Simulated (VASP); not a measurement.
The system is BAs.

```
B As
1.0
     0.00000    2.39187    2.39187
     2.39187    0.00000    2.39187
     2.39187    2.39187    0.00000
B As
1 1
Direct
  0.00000 0.00000 0.00000
  0.25000 0.25000 0.25000
```

Program: VASP 6.6.1. Alike in all runs: task single point; potentials or basis VASP PAW PBE potentials, release 64 (B, As); no spin polarisation; cell as given; k mesh 6 × 6 × 6; cutoff (eV) 520; smearing gaussian 0.01 eV. Hardware: 1 thread of Intel Xeon 6975P-C (shared host).

Problem. Order these runs on this cell by their wall time, lowest first.
A. level PBE0; grid for exact exchange (PRECFOCK) Normal
B. level r2SCAN
C. level PBE

Solution. C (8.7 s), B (31 s), A (500 s).
